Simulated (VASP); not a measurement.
# SiC (rocksalt type) (Fm-3m) in VASP: a series of runs, part 2 of 2

VASP 6.6.1. The steps go on from the part before.

**5. Single point, PBE (volume scaled by 0.88)**

File INCAR:

```
SYSTEM = SiC
PREC = Accurate
ENCUT = 520
EDIFF = 1E-7
ISMEAR = -1
SIGMA = 0.05
LREAL = .FALSE.
LASPH = .TRUE.
NELM = 80
ALGO = Normal
ISIF = 2
LWAVE = .FALSE.
LCHARG = .FALSE.
GGA = PE
NBANDS = 11
```

File KPOINTS:

```
regular mesh
0
G
  17 17 17
  0 0 0
```

File POSCAR:

```
SiC
1.0
    0.0000000000      1.9434660500      1.9434660500
    1.9434660500      0.0000000000      1.9434660500
    1.9434660500      1.9434660500      0.0000000000
Si C
1 1
Direct
    0.0000000000      0.0000000000      0.0000000000
    0.5000000000      0.5000000000      0.5000000000
```

Potentials or basis: VASP PAW PBE potentials, release 64 (Si, C).

Launch:

```sh
cat potpaw_PBE.64/Si/POTCAR potpaw_PBE.64/C/POTCAR > POTCAR
mpirun -np 1 vasp_std > vasp.out
```

OUTCAR:

```text
SYSTEM = SiC
   PREC = Accurate
   ENCUT = 520
   EDIFF = 1E-7
   ISMEAR = -1
   LREAL = .FALSE.
   LASPH = .TRUE.
   NELM = 80
   ISIF = 2
   GGA = PE

 ion  position               nearest neighbor table
   1  0.000  0.000  0.000-   2 1.94   2 1.94   2 1.94   2 1.94   2 1.94   2 1.94
   2  0.500  0.500  0.500-   1 1.94   1 1.94   1 1.94   1 1.94   1 1.94   1 1.94

  LATTYP: Found a face centered cubic cell.
 ALAT       =     3.8869321000

  Lattice vectors:

[... 512 lines left out ...]
      5      22.6003      0.00000
      6      23.7485      0.00000
      7      23.9692      0.00000
      8      24.5561      0.00000
      9      25.1157      0.00000
     10      26.9632      0.00000
     11      28.7792      0.00000

 [... further k-points ...]
[... 5 lines left out ...]
  --------------------------------------------------------------------------------------
  -------------------------------------------------------------------------------------
  Total        3.8280971      3.8280971      3.8280971     -0.0000000     -0.0000000      0.0000000
  in kB      417.7655863    417.7655863    417.7655863     -0.0000000     -0.0000000      0.0000000
  external PRESSURE =     417.7655863 kB  Pullay stress =       0.0000000 kB

 VOLUME and BASIS-vectors are now :
 -----------------------------------------------------------------------------
  energy-cutoff  :      520.00
  volume of cell :       14.68
      direct lattice vectors                 reciprocal lattice vectors
     0.000000000  1.943466050  1.943466050    -0.257272310  0.257272310  0.257272310
     1.943466050  0.000000000  1.943466050     0.257272310 -0.257272310  0.257272310
     1.943466050  1.943466050  0.000000000     0.257272310  0.257272310 -0.257272310

 POSITION                                       TOTAL-FORCE (eV/Angst)
 -----------------------------------------------------------------------------------
      0.00000      0.00000      0.00000        -0.000000     -0.000000      0.000000
      1.94347      1.94347      1.94347         0.000000      0.000000      0.000000
 -----------------------------------------------------------------------------------
    total drift:                                0.000000      0.000000      0.000000

  FREE ENERGIE OF THE ION-ELECTRON SYSTEM (eV)
  ---------------------------------------------------
  free  energy   TOTEN  =       -13.3410289666 eV

  energy  without entropy=      -13.3404587479  energy(sigma->0) =      -13.34074386
```

OSZICAR:

```text
N       E                     dE             d eps       ncg     rms          rms(c)
DAV:   1     0.231014126188E+01    0.23101E+01   -0.43628E+03  3990   0.640E+02
DAV:   2    -0.145581258892E+02   -0.16868E+02   -0.15832E+02  4617   0.108E+02
DAV:   3    -0.149534728048E+02   -0.39535E+00   -0.39455E+00  4320   0.126E+01
DAV:   4    -0.149542491677E+02   -0.77636E-03   -0.77632E-03  4024   0.674E-01
DAV:   5    -0.149542506635E+02   -0.14958E-05   -0.14957E-05  4294   0.273E-02    0.963E+00
DAV:   6    -0.134034902432E+02    0.15508E+01   -0.45381E+00  3909   0.104E+01    0.445E+00
DAV:   7    -0.133417346882E+02    0.61756E-01   -0.48746E-01  4221   0.396E+00    0.161E+00
DAV:   8    -0.133409325609E+02    0.80213E-03   -0.69702E-03  3874   0.582E-01    0.434E-01
DAV:   9    -0.133410149272E+02   -0.82366E-04   -0.81564E-04  4122   0.216E-01    0.145E-01
DAV:  10    -0.133410285669E+02   -0.13640E-04   -0.18989E-05  4142   0.344E-02    0.170E-02
DAV:  11    -0.133410291142E+02   -0.54726E-06   -0.60725E-06  4143   0.148E-02    0.323E-03
DAV:  12    -0.133410289747E+02    0.13950E-06   -0.13917E-07  3283   0.307E-03    0.810E-04
DAV:  13    -0.133410289666E+02    0.80458E-08   -0.67563E-09  2043   0.490E-04
   1 F= -.13341029E+02 E0= -.13340744E+02  d E =-.570219E-03
```

Wall time 20 s (1 thread of Intel Xeon Platinum 8259CL at 2.50GHz (Skylake/Cascade Lake), shared host); peak memory 0.14 GiB.

Results:

```yaml
Free_energy: -13.3410 eV
Pressure: 41.8 GPa
Band_gap_on_the_k_mesh: zero (band 4 reaches 14.42 eV, above the bottom of band 5 at 14.34 eV)
```

Levels at points of the mesh, in eV from the Fermi level:
```csv
k point,band 2,band 3,band 4,band 5,band 6,band 7
"(0.00, 0.00, 0.00)",-0.09,-0.09,-0.09,8.88,8.88,8.88
```

**6. Single point, PBE (volume scaled by 0.94)**

File INCAR:

```
SYSTEM = SiC
  PREC = Accurate
  ENCUT = 520
  EDIFF = 1E-6
  ISMEAR = -1
  SIGMA = 0.05
  LREAL = .False.
  LASPH = .True.
  NELM = 80
  ALGO = Normal
  ISIF = 2
  LWAVE = .False.
  LCHARG = .False.
  GGA = PE
  NBANDS = 11
```

File KPOINTS:

```
Automatic mesh
0
Gamma
  17 17 17
  0 0 0
```

File POSCAR:

```
SiC
1.0
    0.0000000000      1.9866682551      1.9866682551
    1.9866682551      0.0000000000      1.9866682551
    1.9866682551      1.9866682551      0.0000000000
Si C
1 1
Direct
    0.0000000000      0.0000000000      0.0000000000
    0.5000000000      0.5000000000      0.5000000000
```

Potentials or basis: VASP PAW PBE potentials, release 64 (Si, C).

Launch:

```sh
cat potpaw_PBE.64/Si/POTCAR potpaw_PBE.64/C/POTCAR > POTCAR
mpirun -np 1 vasp_std > vasp.out
```

Run time: 28 s. Hardware: 1 thread of Intel Xeon Platinum 8259CL at 2.50GHz (Skylake/Cascade Lake), shared host; peak memory 0.15 GiB.

Results (log left out):

* Free energy: -13.5230 eV
* Pressure: 17.8 GPa
* Band gap on the k mesh: zero (band 4 reaches 13.33 eV, above the bottom of band 5 at 12.78 eV)

Levels at points of the mesh, in eV from the Fermi level:
```csv
k point,band 1,band 2,band 3,band 4,band 5,band 6,band 7,band 8,band 9
"(0.00, 0.00, 0.00)",-19.13,0.01,0.01,0.01,8.52,8.97,8.97,8.97,13.44
```

**7. Overview**

```csv
cell,gap on the mesh (eV),pressure (GPa)
"a = 2.571 Å, angles 60.0°, 2 atoms",0.85,164.2
"a = 2.663 Å, angles 60.0°, 2 atoms",0.71,89.9
"a = 2.748 Å, angles 60.0°, 2 atoms",none,41.8
"a = 2.810 Å, angles 60.0°, 2 atoms",none,17.8
```

Alike in all rows: task single point; level PBE; potentials or basis VASP PAW PBE potentials, release 64 (Si, C); no spin polarisation; k mesh 17 × 17 × 17; cutoff (eV) 520; smearing fermi-dirac 0.05 eV.

Total energies depend on the potentials used, so only differences within one code and one set of settings carry meaning.
